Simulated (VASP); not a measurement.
# Al2O3 (P-6m2) in VASP: a series of runs

Runs on Al2O3. Level: PBE+D3(BJ). Tasks: single point.

Program: VASP 6.6.1. These are calculated values, not measurements. Logs are shortened: lines on timing, memory, paths and dates and some standing lists are left out, and cuts for length are marked.

## Step 1: The cell of the first run

It takes space group P-6m2 (No. 187, hexagonal). The conventional cell has a = 2.953 Å, b = 2.953 Å, c = 7.953 Å, α = 90.00°, β = 90.00°, γ = 120.00°. Al (site symmetry 3m) has 6 O at 1.86 to 2.28 Å within 2.5 Å. Within 2.5 Å of O (site symmetry 3m) lie 3 Al at 1.86 Å. O (site symmetry -6m2) has 6 Al at 2.28 Å and 12 O at 2.83 to 2.95 Å within 3.0 Å.

## Step 2: Single point, PBE+D3(BJ)

The input, INCAR:

```
  PREC = Accurate
  ENCUT = 520
  EDIFF = 1E-6
  ISMEAR = 0
  SIGMA = 0.05
  LREAL = F
  LASPH = T
  NELM = 100
  ALGO = Normal
  ISIF = 2
  LWAVE = F
  LCHARG = F
  GGA = PE
  IVDW = 12
  NBANDS = 20
```

The input, KPOINTS:

```
regular mesh
0
Gamma
  9 9 4
```

The input, POSCAR:

```
Al2O3
1.0
    2.9532000000      0.0000000000      0.0000000000
   -1.4766000000      2.5575462224      0.0000000000
    0.0000000000      0.0000000000      7.9529000000
Al O
2 3
Direct
    0.0000000000      0.0000000000      0.1907358529
    0.0000000000      0.0000000000      0.8092641471
    0.3333333333      0.6666666667      0.2840924954
    0.6666666667      0.3333333333      0.0000000000
    0.3333333333      0.6666666667      0.7159075046
```

Potentials or basis: VASP PAW PBE potentials, release 64 (Al, O).

Run with:

```sh
$ cat potpaw_PBE.64/Al/POTCAR potpaw_PBE.64/O/POTCAR > POTCAR
$ mpirun -np 1 vasp_std > vasp.out
```

OUTCAR:

```text
PREC = Accurate
   ENCUT = 520
   EDIFF = 1E-6
   ISMEAR = 0
   LREAL = F
   LASPH = T
   NELM = 100
   ISIF = 2
   GGA = PE
   IVDW = 12
 IVDW          = 12

 ion  position               nearest neighbor table
   1  0.000  0.000  0.191-   3 1.86   3 1.86   3 1.86   4 2.28   4 2.28   4 2.28   2 3.03
   2  0.000  0.000  0.809-   5 1.86   5 1.86   5 1.86   4 2.28   4 2.28   4 2.28   1 3.03
   3  0.333  0.667  0.284-   1 1.86   1 1.86   1 1.86
   4  0.667  0.333  0.000-   1 2.28   2 2.28   1 2.28   2 2.28   1 2.28   2 2.28
   5  0.333  0.667  0.716-   2 1.86   2 1.86   2 1.86

  LATTYP: Found a hexagonal cell.
 ALAT       =     2.9532000000
 C/A-ratio  =     2.6929771096

  Lattice vectors:

 A1 = (   2.9532000000,   0.0000000000,   0.0000000000)
 A2 = (  -1.4766000000,   2.5575462224,   0.0000000000)
 A3 = (   0.0000000000,   0.0000000000,   7.9529000000)

Analysis of symmetry for initial positions (statically):
=====================================================================
 Subroutine PRICEL returns:
 Original cell was already a primitive cell.

 Routine SETGRP: Setting up the symmetry group for a
 hexagonal supercell.

 Subroutine GETGRP returns: Found 12 space group operations
 (whereof 12 operations were pure point group operations)
 out of a pool of 24 trial point group operations.

The static configuration has the point symmetry D_3h.

Analysis of symmetry for dynamics (positions and initial velocities):
=====================================================================
 Subroutine PRICEL returns:
 Original cell was already a primitive cell.

 Routine SETGRP: Setting up the symmetry group for a
 hexagonal supercell.

 Subroutine GETGRP returns: Found 12 space group operations
 (whereof 12 operations were pure point group operations)
 out of a pool of 24 trial point group operations.

The dynamic configuration has the point symmetry D_3h.

 Subroutine INISYM returns: Found 12 space group operations
 (whereof 12 operations are pure point group operations),
 and found     1 'primitive' translations

----------------------------------------------------------------------------------------

                                     Primitive cell

  volume of cell :      60.0678

  direct lattice vectors                    reciprocal lattice vectors
     2.953200000  0.000000000  0.000000000     0.338615739  0.195499888  0.000000000
    -1.476600000  2.557546222  0.000000000     0.000000000  0.390999776  0.000000000
     0.000000000  0.000000000  7.952900000     0.000000000  0.000000000  0.125740296

  length of vectors
     2.953200000  2.953200000  7.952900000     0.390999776  0.390999776  0.125740296

  position of ions in fractional coordinates (direct lattice)
     0.000000000  0.000000000  0.190735853
     0.000000000  0.000000000  0.809264147
     0.333333333  0.666666667  0.284092495
     0.666666667  0.333333333  0.000000000
     0.333333333  0.666666667  0.715907505

  ion indices of the primitive-cell ions
   primitive index   ion index
                 1           1
                 2           2
                 3           3
                 4           4
                 5           5

----------------------------------------------------------------------------------------

 KPOINTS: regular mesh

Automatic generation of k-mesh.
 Grid dimensions read from file:
 generate k-points for:    9    9    4

 Generating k-lattice:

  Cartesian coordinates                     Fractional coordinates (reciprocal lattice)
     0.037623971  0.021722210  0.000000000     0.111111111 -0.000000000  0.000000000
     0.000000000  0.043444420  0.000000000     0.000000000  0.111111111  0.000000000
     0.000000000  0.000000000  0.031435074     0.000000000  0.000000000  0.250000000

  Length of vectors
     0.043444420  0.043444420  0.031435074

  Shift w.r.t. Gamma in fractional coordinates (k-lattice)
     0.000000000  0.000000000  0.000000000

 Subroutine IBZKPT returns following result:
 ===========================================

 Found     36 irreducible k-points:

 Following reciprocal coordinates:
            Coordinates               Weight
  0.000000  0.000000  0.000000      1.000000
  0.111111  0.000000  0.000000      6.000000
  0.222222  0.000000  0.000000      6.000000
  0.333333  0.000000  0.000000      6.000000
  0.444444  0.000000  0.000000      6.000000
  0.111111  0.111111  0.000000      6.000000
[... 16 lines left out ...]
  0.333333  0.222222  0.250000     24.000000
  0.333333  0.333333  0.250000      4.000000
 [... further k-points ...]
   k-points           NKPTS =     36   k-points in BZ     NKDIM =     36   number of bands    NBANDS=     20
   number of dos      NEDOS =    301   number of ions     NIONS =      5
   total plane-waves  NPLWV =  34560
   dimension x,y,z NGX =    24 NGY =   24 NGZ =   60
   dimension x,y,z NGXF=    48 NGYF=   48 NGZF=  120
   ions per type =               2   3
   NGX,Y,Z   is equivalent  to a cutoff of  13.51, 13.51, 12.54 a.u.
   NGXF,Y,Z  is equivalent  to a cutoff of  27.02, 27.02, 25.08 a.u.
 SYSTEM =  unknown system
   PREC   = accura    normal or accurate (medium, high low for compatibility)
   ISTART =      0    job   : 0-new  1-cont  2-samecut
   ICHARG =      2    charge: 1-file 2-atom 10-const
   ISPIN  =      1    spin polarized calculation?
   LNONCOLLINEAR =      F non collinear calculations
   LSORBIT =      F    spin-orbit coupling
   LASPH  =      T    aspherical Exc in radial PAW
   ENCUT  =  520.0 eV  38.22 Ry    6.18 a.u.   5.49  5.49 14.79*2*pi/ulx,y,z
   NELM   =    100;   NELMIN=  2; NELMDL= -5     # of ELM steps
   EDIFF  = 0.1E-05   stopping-criterion for ELM
   LREAL  =      F    real-space projection
   EDIFFG = 0.1E-04   stopping-criterion for IOM
   NSW    =      0    number of steps for IOM
   IBRION =     -1    ionic relax: 0-MD 1-quasi-New 2-CG
   NFREE  =      0    steps in history (QN), initial steepest desc. (CG)
   ISIF   =      2    stress and relaxation
   ISYM   =      2    0-nonsym 1-usesym 2-fastsym
   POTIM  = 0.5000    time-step for ionic-motion
   TEBEG  =    0.0;   TEEND  =   0.0 temperature during run
   PSTRESS=    0.0 pullay stress
   NELECT =      24.0000    total number of electrons
   NUPDOWN=      -1.0000    fix difference up-down
   EMIN   =  10.00;   EMAX   =-10.00  energy-range for DOS
   EFERMI =   0.00;   METHOD = LEGACY
   ISMEAR =     0;   SIGMA  =   0.05  broadening in eV -4-tet -1-fermi 0-gaus
   EFERMI_NEDOS =   21; number of points for ismear=-14 and -15
   IALGO  =     38    algorithm
   IMIX   =      4    mixing-type and parameters
     AMIX     =   0.40;   BMIX     =  1.00
     AMIX_MAG =   1.60;   BMIX_MAG =  1.00
  volume/ion in A,a.u.               =      12.01        81.07
  Fermi-wavevector in a.u.,A,eV,Ry     =   1.205770  2.278576 19.781269  1.453882
  Thomas-Fermi vector in A             =   2.341457
   LORBIT       =      0    0 simple, 1 ext, 2 COOP (PROOUT), +10 PAW based schemes
   GGA     = PE    functional components
   LHFCALC =     F    Hartree Fock is set to
   AEXX    =    0.0000 exact exchange contribution
   IVDW    =    12    specifies the selected vdW correction
   LEPSILON=     F    determine dielectric tensor
   LRPA    =     F    only Hartree local field effects (RPA)
 non-spin polarized calculation
 Gauss-broadening in eV      SIGMA  =   0.05
  energy-cutoff  :      520.00
  volume of cell :       60.07
 maximum number of plane-waves:      1656
 NGX is ok and might be reduce to    24
   NGX = 11   NGY = 11   NGZ = 29

 number of electron      23.9999995 magnetization

 Free energy of the ion-electron system (eV)
  ---------------------------------------------------
  ext. energy  EPLUGINS =         0.00000000
  ---------------------------------------------------
  free energy    TOTEN  =       -35.94025365 eV

  energy without entropy =      -35.94025365  energy(sigma->0) =      -35.94025365

 E-fermi :   2.5549     XC(G=0):  -9.6507

 val. band max:        2.2772913193   @ k =   0.1111   0.1111   0.0000
 cond. band min:       6.0900132229   @ k =   0.0000   0.0000   0.0000
 fundamental gap:      3.8127219036
 Fermi energy:         2.5548877030

 k-point     1 :       0.0000    0.0000    0.0000
  band No.  band energies     occupation
      1     -15.6214      2.00000
      2     -15.0964      2.00000
      3     -13.9398      2.00000
      4      -2.3815      2.00000
      5      -0.1543      2.00000
      6       1.0273      2.00000
[... 12 lines left out ...]
     19      16.5456      0.00000
     20      16.5594      0.00000

 k-point     2 :       0.1111    0.0000    0.0000
  band No.  band energies     occupation
      1     -15.4961      2.00000
      2     -14.9994      2.00000
      3     -13.8822      2.00000
      4      -2.2934      2.00000
      5      -0.2211      2.00000
      6       0.4819      2.00000
[... 12 lines left out ...]
     19      15.7010      0.00000
     20      16.6753      0.00000

 k-point     3 :       0.2222    0.0000    0.0000
  band No.  band energies     occupation
      1     -15.1517      2.00000
      2     -14.7411      2.00000
      3     -13.7402      2.00000
      4      -2.1919      2.00000
      5      -0.9393      2.00000
      6      -0.4370      2.00000
[... 12 lines left out ...]
     19      15.0303      0.00000
     20      16.3789      0.00000

 k-point     4 :       0.3333    0.0000    0.0000
  band No.  band energies     occupation
      1     -14.6936      2.00000
      2     -14.4229      2.00000
      3     -13.6001      2.00000
      4      -2.5269      2.00000
      5      -2.1398      2.00000
      6      -1.1824      2.00000
[... 429 lines left out ...]
 k-point    23 :       0.3333    0.2222    0.2500
  band No.  band energies     occupation
      1     -14.1741      2.00000
      2     -14.1139      2.00000
      3     -13.5028      2.00000
      4      -2.5739      2.00000
      5      -2.5385      2.00000
      6      -1.4179      2.00000
[... 12 lines left out ...]
     19      14.4896      0.00000
     20      15.3559      0.00000

 k-point    24 :       0.3333    0.3333    0.2500
  band No.  band energies     occupation
      1     -14.0738      2.00000
      2     -14.0504      2.00000
      3     -13.4897      2.00000
      4      -2.4553      2.00000
      5      -2.2199      2.00000
      6      -1.6115      2.00000
[... 12 lines left out ...]
     19      14.3758      0.00000
     20      15.5151      0.00000

 [... further k-points ...]

------------------------ aborting loop because EDIFF is reached ----------------------------------------

 Edisp (eV)   -0.83938

 E8    (eV) :    -0.3169

  FORCE on cell =-STRESS in cart. coord.  units (eV):
  Direction    XX          YY          ZZ          XY          YZ          ZX
  --------------------------------------------------------------------------------------
  -------------------------------------------------------------------------------------
  Total      -6.00648    -6.00648    -7.97627     0.00000     0.00000     0.00000
  in kB    -160.20979  -160.20979  -212.74942     0.00000     0.00000     0.00000
  external pressure =     -177.72 kB  Pullay stress =        0.00 kB

 VOLUME and BASIS-vectors are now :
 -----------------------------------------------------------------------------
  energy-cutoff  :      520.00
  volume of cell :       60.07
      direct lattice vectors                 reciprocal lattice vectors
     2.953200000  0.000000000  0.000000000     0.338615739  0.195499888  0.000000000
    -1.476600000  2.557546222  0.000000000     0.000000000  0.390999776  0.000000000
     0.000000000  0.000000000  7.952900000     0.000000000  0.000000000  0.125740296

 POSITION                                       TOTAL-FORCE (eV/Angst)
 -----------------------------------------------------------------------------------
      0.00000      0.00000      1.51690         0.000000     -0.000000     -0.159192
      0.00000      0.00000      6.43600        -0.000000      0.000000      0.159192
     -0.00000      1.70503      2.25936        -0.000000     -0.000000     -1.565735
      1.47660      0.85252      0.00000         0.000000     -0.000000      0.000000
     -0.00000      1.70503      5.69354        -0.000000     -0.000000      1.565735
 -----------------------------------------------------------------------------------
    total drift:                               -0.000000      0.000000     -0.000000

  FREE ENERGIE OF THE ION-ELECTRON SYSTEM (eV)
  ---------------------------------------------------
  free  energy   TOTEN  =       -36.7796357941 eV

  energy  without entropy=      -36.7796357941  energy(sigma->0) =      -36.77963579
```

It took 15 s on 1 thread of Intel Xeon 6975P-C (Granite Rapids), shared host; peak memory 0.19 GiB.

Results:

| Quantity | Value |
| --- | --- |
| Free energy | -36.7796 eV |
| Pressure | -17.8 GPa |
| Largest force | 1.566 eV/Å |
| Band gap on the k mesh | 3.81 eV, indirect (least direct gap 3.87 eV) |
| Dispersion energy per atom | -0.168 eV |

Forces on the atoms (eV/Å):
```
Al   0.000  0.000 -0.159
Al   0.000  0.000  0.159
O    0.000  0.000 -1.566
O    0.000  0.000  0.000
O    0.000  0.000  1.566
```

Stress tensor (GPa, compression positive):
```
-16.02   0.00   0.00
  0.00 -16.02   0.00
  0.00   0.00 -21.27
```

Levels at points of the mesh, in eV from the valence-band top:
| k point | band 9 | band 10 | band 11 | band 12 | band 13 | band 14 | band 15 | band 16 |
| --- | --- | --- | --- | --- | --- | --- | --- | --- |
| (0.00, 0.00, 0.00) | -1.17 | -0.10 | -0.06 | -0.06 | 3.81 | 7.03 | 7.27 | 10.94 |
| (0.00, 0.00, 0.50) | -1.18 | -0.55 | -0.06 | -0.06 | 4.24 | 6.28 | 7.71 | 10.83 |

Caveat: forces of over 1 eV/Å act on the atoms, so gaps and moduli don't describe the material at rest. A k mesh can miss the band edges.

## Step 3: Single point, PBE+D3(BJ)

This run uses another cell than the first one, of 9.77 Å³/atom, 0.813 times its volume.

The input, INCAR:

```
SYSTEM = Al2O3
  PREC = Accurate
  ENCUT = 520
  EDIFF = 1E-6
  ISMEAR = 0
  SIGMA = 0.05
  LREAL = .FALSE.
  LASPH = .TRUE.
  NELM = 80
  ALGO = Normal
  ISIF = 2
  LWAVE = .FALSE.
  LCHARG = .FALSE.
  GGA = PE
  IVDW = 12
  NBANDS = 20
```

The input, KPOINTS:

```
Automatic mesh
0
G
  9 9 4
  0 0 0
```

POSCAR, as its differences from that of step 2:

```diff
@@ -2,5 +2,5 @@
 1.0
-    2.9532000000      0.0000000000      0.0000000000
-   -1.4766000000      2.5575462224      0.0000000000
-    0.0000000000      0.0000000000      7.9529000000
+    2.8672039189      0.0000000000      0.0000000000
+   -1.4336019595      2.4830714316      0.0000000000
+    0.0000000000      0.0000000000      6.8585000000
 Al O
```

Potentials or basis: VASP PAW PBE potentials, release 64 (Al, O).

Run with:

```sh
$ cat potpaw_PBE.64/Al/POTCAR potpaw_PBE.64/O/POTCAR > POTCAR
$ mpirun -np 1 vasp_std > vasp.out
```

Wall time 16 s (1 thread of Intel Xeon 6975P-C (Granite Rapids), shared host); peak memory 0.19 GiB.

Results (log left out):

* Free energy: -37.1357 eV
* Pressure: 9.1 GPa
* Largest force: 0.864 eV/Å
* Band gap on the k mesh: 4.37 eV, indirect (least direct gap 4.48 eV)
* Dispersion energy per atom: -0.207 eV

Forces on the atoms (eV/Å):
```
Al   0.000  0.000  0.864
Al   0.000  0.000 -0.864
O    0.000  0.000  0.753
O    0.000  0.000  0.000
O    0.000  0.000 -0.753
```

Stress tensor (GPa, compression positive):
```
 4.05  0.00  0.00
 0.00  4.05  0.00
 0.00  0.00 19.12
```

Levels at points of the mesh, in eV from the valence-band top:
```
           k point  band 8  band 9  band 10  band 11  band 12  band 13  band 14  band 15  band 16  band 17
(0.00, 0.00, 0.00)   -1.68   -1.68    -1.28    -1.28    -0.10     4.37     7.26     8.71    12.24    14.19
(0.00, 0.00, 0.50)   -1.72   -1.72    -1.25    -1.25    -1.05     4.87     7.23     8.15    13.02    14.23
```
